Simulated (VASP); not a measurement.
# Hg (P6_3/mmc) in VASP: a series of runs, part 2 of 2

VASP 6.6.1. The steps go on from the part before.

**4. Single point, LDA**

This run uses another cell than the first one, of 18.08 Å³/atom, 1.166 times its volume.

File INCAR:

```
SYSTEM = Hg
ALGO = Normal
EDIFF = 1E-7
ENCUT = 520
ISIF = 2
ISMEAR = -1
LASPH = .True.
LCHARG = .False.
LREAL = .False.
LWAVE = .False.
NBANDS = 19
NELM = 60
PREC = Accurate
SIGMA = 0.1
```

File KPOINTS:

```
k-points
0
Gamma
  7 7 4
  0 0 0
```

File POSCAR:

```
Hg
1.0
    2.8705903825      0.0000000000      0.0000000000
   -1.4352951913      2.4860041951      0.0000000000
    0.0000000000      0.0000000000      5.0672465720
Hg
2
Direct
    0.3333333333      0.6666666667      0.2500000000
    0.6666666667      0.3333333333      0.7500000000
```

Potentials or basis: VASP PAW LDA potentials, release 64 (Hg).

Command:

```console
$ cat potpaw_LDA.64/Hg/POTCAR > POTCAR
$ mpirun -np 1 vasp_std > vasp.out
```

OUTCAR:

```text
SYSTEM = Hg
   EDIFF = 1E-7
   ENCUT = 520
   ISIF = 2
   ISMEAR = -1
   LASPH = .True.
   LREAL = .False.
   NELM = 60
   PREC = Accurate

 ion  position               nearest neighbor table
   1  0.333  0.667  0.250-   2 3.03   2 3.03   2 3.03   2 3.03   2 3.03   2 3.03
   2  0.667  0.333  0.750-   1 3.03   1 3.03   1 3.03   1 3.03   1 3.03   1 3.03

  LATTYP: Found a hexagonal cell.
 ALAT       =     2.8705903825
 C/A-ratio  =     1.7652280182

  Lattice vectors:

 A1 = (   2.8705903825,   0.0000000000,   0.0000000000)
 A2 = (  -1.4352951913,   2.4860041951,   0.0000000000)
 A3 = (   0.0000000000,   0.0000000000,   5.0672465720)

Analysis of symmetry for initial positions (statically):
=====================================================================
 Subroutine PRICEL returns:
 Original cell was already a primitive cell.

 Routine SETGRP: Setting up the symmetry group for a
 hexagonal supercell.

 Subroutine GETGRP returns: Found 24 space group operations
 (whereof 12 operations were pure point group operations)
 out of a pool of 24 trial point group operations.

The static configuration has the point symmetry D_3d.
 The point group associated with its full space group is D_6h.

Analysis of symmetry for dynamics (positions and initial velocities):
=====================================================================
 Subroutine PRICEL returns:
 Original cell was already a primitive cell.

 Routine SETGRP: Setting up the symmetry group for a
 hexagonal supercell.

 Subroutine GETGRP returns: Found 24 space group operations
 (whereof 12 operations were pure point group operations)
 out of a pool of 24 trial point group operations.

The dynamic configuration has the point symmetry D_3d.
 The point group associated with its full space group is D_6h.

 Subroutine INISYM returns: Found 24 space group operations
 (whereof 12 operations are pure point group operations),
 and found     1 'primitive' translations

----------------------------------------------------------------------------------------

                                     Primitive cell

  volume of cell :      36.1614

  direct lattice vectors                    reciprocal lattice vectors
     2.870590383  0.000000000  0.000000000     0.348360395  0.201125968  0.000000000
    -1.435295191  2.486004195  0.000000000     0.000000000  0.402251936  0.000000000
     0.000000000  0.000000000  5.067246572     0.000000000  0.000000000  0.197345834

  length of vectors
     2.870590383  2.870590383  5.067246572     0.402251936  0.402251936  0.197345834

  position of ions in fractional coordinates (direct lattice)
     0.333333333  0.666666667  0.250000000
     0.666666667  0.333333333  0.750000000

  ion indices of the primitive-cell ions
   primitive index   ion index
                 1           1
                 2           2

----------------------------------------------------------------------------------------

 KPOINTS: k-points

Automatic generation of k-mesh.
 Grid dimensions read from file:
 generate k-points for:    7    7    4

 Generating k-lattice:

  Cartesian coordinates                     Fractional coordinates (reciprocal lattice)
     0.049765771  0.028732281  0.000000000     0.142857143  0.000000000  0.000000000
     0.000000000  0.057464562  0.000000000     0.000000000  0.142857143  0.000000000
     0.000000000  0.000000000  0.049336458     0.000000000  0.000000000  0.250000000

  Length of vectors
     0.057464562  0.057464562  0.049336458

  Shift w.r.t. Gamma in fractional coordinates (k-lattice)
     0.000000000  0.000000000  0.000000000

 Subroutine IBZKPT returns following result:
 ===========================================

 Found     24 irreducible k-points:

 Following reciprocal coordinates:
            Coordinates               Weight
  0.000000  0.000000  0.000000      1.000000
  0.142857  0.000000  0.000000      6.000000
  0.285714 -0.000000  0.000000      6.000000
  0.428571  0.000000  0.000000      6.000000
  0.142857  0.142857  0.000000      6.000000
  0.285714  0.142857  0.000000     12.000000
[... 16 lines left out ...]
  0.428571  0.142857  0.500000      6.000000
  0.285714  0.285714  0.500000      6.000000
   k-points           NKPTS =     24   k-points in BZ     NKDIM =     24   number of bands    NBANDS=     19
   number of dos      NEDOS =    301   number of ions     NIONS =      2
   total plane-waves  NPLWV =  23040
   dimension x,y,z NGX =    24 NGY =   24 NGZ =   40
   dimension x,y,z NGXF=    48 NGYF=   48 NGZF=   80
   ions per type =               2
   NGX,Y,Z   is equivalent  to a cutoff of  13.90, 13.90, 13.12 a.u.
   NGXF,Y,Z  is equivalent  to a cutoff of  27.80, 27.80, 26.25 a.u.
 SYSTEM =  Hg
   PREC   = accura    normal or accurate (medium, high low for compatibility)
   ISTART =      0    job   : 0-new  1-cont  2-samecut
   ICHARG =      2    charge: 1-file 2-atom 10-const
   ISPIN  =      1    spin polarized calculation?
   LNONCOLLINEAR =      F non collinear calculations
   LSORBIT =      F    spin-orbit coupling
   LASPH  =      T    aspherical Exc in radial PAW
   ENCUT  =  520.0 eV  38.22 Ry    6.18 a.u.   5.34  5.34  9.42*2*pi/ulx,y,z
   NELM   =     60;   NELMIN=  2; NELMDL= -5     # of ELM steps
   EDIFF  = 0.1E-06   stopping-criterion for ELM
   LREAL  =      F    real-space projection
   EDIFFG = 0.1E-05   stopping-criterion for IOM
   NSW    =      0    number of steps for IOM
   IBRION =     -1    ionic relax: 0-MD 1-quasi-New 2-CG
   NFREE  =      0    steps in history (QN), initial steepest desc. (CG)
   ISIF   =      2    stress and relaxation
   ISYM   =      2    0-nonsym 1-usesym 2-fastsym
   POTIM  = 0.5000    time-step for ionic-motion
   TEBEG  =    0.0;   TEEND  =   0.0 temperature during run
   PSTRESS=    0.0 pullay stress
   NELECT =      24.0000    total number of electrons
   NUPDOWN=      -1.0000    fix difference up-down
   EMIN   =  10.00;   EMAX   =-10.00  energy-range for DOS
   EFERMI =   0.00;   METHOD = LEGACY
   ISMEAR =    -1;   SIGMA  =   0.10  broadening in eV -4-tet -1-fermi 0-gaus
   EFERMI_NEDOS =   21; number of points for ismear=-14 and -15
   IALGO  =     38    algorithm
   IMIX   =      4    mixing-type and parameters
     AMIX     =   0.40;   BMIX     =  1.00
     AMIX_MAG =   1.60;   BMIX_MAG =  1.00
  volume/ion in A,a.u.               =      18.08       122.01
  Fermi-wavevector in a.u.,A,eV,Ry     =   1.428007  2.698541 27.745038  2.039203
  Thomas-Fermi vector in A             =   2.548115
   LORBIT       =      0    0 simple, 1 ext, 2 COOP (PROOUT), +10 PAW based schemes
   GGA     = CA    functional components
   LHFCALC =     F    Hartree Fock is set to
   AEXX    =    0.0000 exact exchange contribution
   IVDW    =     0    specifies the selected vdW correction
   LEPSILON=     F    determine dielectric tensor
   LRPA    =     F    only Hartree local field effects (RPA)
 non-spin polarized calculation
  energy-cutoff  :      520.00
  volume of cell :       36.16
 maximum number of plane-waves:       991
 NGX is ok and might be reduce to    24
   NGX = 11   NGY = 11   NGZ = 19

 number of electron      24.0000005 magnetization

 Free energy of the ion-electron system (eV)
  ---------------------------------------------------
  ext. energy  EPLUGINS =         0.00000000
  ---------------------------------------------------
  free energy    TOTEN  =        -1.46603467 eV

  energy without entropy =       -1.44552229  energy(sigma->0) =       -1.45577848

 E-fermi :   5.5417     XC(G=0): -12.6642

 val. band max:        5.3203925054   @ k =   0.4286   0.0000   0.0000
 cond. band min:       5.6281481575   @ k =   0.4286   0.1429   0.5000
 fundamental gap:      0.3077556521
 Fermi energy:         5.5416617310

 k-point     1 :       0.0000    0.0000    0.0000
  band No.  band energies     occupation
      1      -6.5409      2.00000
      2      -5.0143      2.00000
      3      -3.3625      2.00000
      4      -2.9673      2.00000
      5      -2.9673      2.00000
      6      -2.7907      2.00000
[... 11 lines left out ...]
     18      21.4853      0.00000
     19      24.2726      0.00000
[... 485 lines left out ...]
 k-point    24 :       0.2857    0.2857    0.5000
  band No.  band energies     occupation
      1      -3.8691      2.00000
      2      -3.8691      2.00000
      3      -3.3001      2.00000
      4      -3.3001      2.00000
      5      -2.7884      2.00000
      6      -2.7884      2.00000
[... 11 lines left out ...]
     18      16.8166      0.00000
     19      21.0162      0.00000

------------------------ aborting loop because EDIFF is reached ----------------------------------------

  FORCE on cell =-STRESS in cart. coord.  units (eV):
  Direction    XX          YY          ZZ          XY          YZ          ZX
  --------------------------------------------------------------------------------------
  -------------------------------------------------------------------------------------
  Total        4.9858094      4.9858094      4.9114935     -0.0000000      0.0000000      0.0000000
  in kB      220.9027576    220.9027576    217.6100939     -0.0000000      0.0000000      0.0000000
  external PRESSURE =     219.8052030 kB  Pullay stress =       0.0000000 kB

 VOLUME and BASIS-vectors are now :
 -----------------------------------------------------------------------------
  energy-cutoff  :      520.00
  volume of cell :       36.16
      direct lattice vectors                 reciprocal lattice vectors
     2.870590383  0.000000000  0.000000000     0.348360395  0.201125968  0.000000000
    -1.435295191  2.486004195  0.000000000     0.000000000  0.402251936  0.000000000
     0.000000000  0.000000000  5.067246572     0.000000000  0.000000000  0.197345834

 POSITION                                       TOTAL-FORCE (eV/Angst)
 -----------------------------------------------------------------------------------
     -0.00000      1.65734      1.26681         0.000000      0.000000      0.000000
      1.43530      0.82867      3.80043        -0.000000     -0.000000      0.000000
 -----------------------------------------------------------------------------------
    total drift:                               -0.000000      0.000000     -0.000000

  FREE ENERGIE OF THE ION-ELECTRON SYSTEM (eV)
  ---------------------------------------------------
  free  energy   TOTEN  =        -1.4660346651 eV

  energy  without entropy=       -1.4455222851  energy(sigma->0) =       -1.45577848
```

OSZICAR:

```text
N       E                     dE             d eps       ncg     rms          rms(c)
DAV:   1     0.197975857197E+03    0.19798E+03   -0.13146E+04   920   0.129E+03
DAV:   2     0.251661874156E+01   -0.19546E+03   -0.18732E+03   948   0.344E+02
DAV:   3    -0.163420091226E+01   -0.41508E+01   -0.41334E+01  1031   0.558E+01
DAV:   4    -0.164099873738E+01   -0.67978E-02   -0.67973E-02  1028   0.220E+00
DAV:   5    -0.164100740466E+01   -0.86673E-05   -0.86674E-05   996   0.778E-02    0.129E+01
DAV:   6    -0.149458608193E+01    0.14642E+00   -0.22921E-01  1002   0.553E+00    0.837E+00
DAV:   7    -0.146971709434E+01    0.24869E-01   -0.76921E-02  1004   0.277E+00    0.102E+00
DAV:   8    -0.146601682576E+01    0.37003E-02   -0.17556E-02   975   0.161E+00    0.145E-01
DAV:   9    -0.146603130209E+01   -0.14476E-04   -0.75045E-05  1026   0.769E-02    0.257E-02
DAV:  10    -0.146603469849E+01   -0.33964E-05   -0.13231E-06  1007   0.103E-02    0.459E-03
DAV:  11    -0.146603466514E+01    0.33342E-07   -0.84833E-07  1059   0.105E-02
   1 F= -.14660347E+01 E0= -.14557785E+01  d E =-.205124E-01
```

stdout:

```text
POSCAR found type information on POSCAR Hg
 POSCAR found :  1 types and       2 ions
 scaLAPACK will be used
 LDA part: xc-table for (Slater(with rela. corr.)+CA(PZ))
 , standard interpolation
 POSCAR, INCAR and KPOINTS ok, starting setup
 FFT: planning ... GRIDC
 FFT: planning ... GRID_SOFT
 FFT: planning ... GRID
 WAVECAR not read
 entering main loop
```

Run time: 5.2 s. Hardware: 1 thread of Intel Xeon 6975P-C (Granite Rapids), shared host; peak memory 0.14 GiB.

Results:

* Free energy: -1.4660 eV
* Pressure: 22.0 GPa
* Band gap on the k mesh: zero (band 12 reaches 5.98 eV, above the bottom of band 13 at 3.24 eV)

Levels at points of the mesh, in eV from the Fermi level:
```csv
k point,band 8,band 9,band 10,band 11,band 12,band 13,band 14,band 15,band 16,band 17
"(0.00, 0.00, 0.00)",-7.55,-7.55,-6.71,-6.71,-3.86,-2.30,12.98,13.69,15.55,15.94
"(0.00, 0.00, 0.50)",-8.43,-7.04,-7.04,-7.04,-7.04,5.88,5.88,14.01,14.01,16.69
```

Caveat: the k points lie up to 0.36 Å⁻¹ apart; spin-orbit coupling is left out, which moves the levels of the heavy elements.

**5. Single point, LDA**

This run uses another cell than the first one, of 21.96 Å³/atom, 1.416 times its volume.

File INCAR:

```
  PREC = Accurate
  ENCUT = 520
  EDIFF = 1E-6
  ISMEAR = -1
  SIGMA = 0.1
  LREAL = False
  LASPH = True
  NELM = 60
  ALGO = Normal
  ISIF = 2
  LWAVE = False
  LCHARG = False
  NBANDS = 19
```

File KPOINTS:

```
Automatic mesh
0
Gamma
  7 7 4
```

File POSCAR:

```
Hg
1.0
    3.0436498126      0.0000000000      0.0000000000
   -1.5218249063      2.6358780579      0.0000000000
    0.0000000000      0.0000000000      5.4754347643
Hg
2
Direct
    0.3333333333      0.6666666667      0.2500000000
    0.6666666667      0.3333333333      0.7500000000
```

Command:

```console
$ cat potpaw_LDA.64/Hg/POTCAR > POTCAR
$ mpirun -np 1 vasp_std > vasp.out
```

Run time: 7 s. Hardware: 1 thread of Intel Xeon 6975P-C (Granite Rapids), shared host; peak memory 0.15 GiB.

It converged, with:

```yaml
Free_energy: -1.8945 eV
Pressure: 0.5 GPa
Band_gap_on_the_k_mesh: zero (band 12 reaches 3.38 eV, above the bottom of band 13 at 0.71 eV)
```

Levels at points of the mesh, in eV from the Fermi level:
```csv
k point,band 9,band 10,band 11,band 12,band 13,band 14,band 15,band 16
"(0.00, 0.00, 0.00)",-6.62,-6.10,-6.10,-2.60,-2.51,11.96,13.83,14.56
"(0.00, 0.00, 0.50)",-6.31,-6.31,-6.31,-6.31,5.03,5.03,14.11,14.11
```

Caveat: spin-orbit coupling is left out, which moves the levels of the heavy elements.

**6. Overview**

| cell | gap on the mesh (eV) | pressure (GPa) |
| --- | --- | --- |
| a = 2.757, b = 2.757, c = 4.713 Å, angles 90.0, 90.0, 120.0°, 2 atoms | none | 64.3 |
| a = 2.805, b = 2.805, c = 4.847 Å, angles 90.0, 90.0, 120.0°, 2 atoms | none | 43.2 |
| a = 2.871, b = 2.871, c = 5.067 Å, angles 90.0, 90.0, 120.0°, 2 atoms | none | 22.0 |
| a = 3.044, b = 3.044, c = 5.475 Å, angles 90.0, 90.0, 120.0°, 2 atoms | none | 0.5 |

Alike in all rows: task single point; level LDA; potentials or basis VASP PAW LDA potentials, release 64 (Hg); no spin polarisation; k mesh 7 × 7 × 4; cutoff (eV) 520; smearing fermi-dirac 0.1 eV.

Caveats: some runs use coarse meshes; spin-orbit coupling is left out, which moves the levels of the heavy elements.

Absolute energies hang on the potentials; compare differences alone.
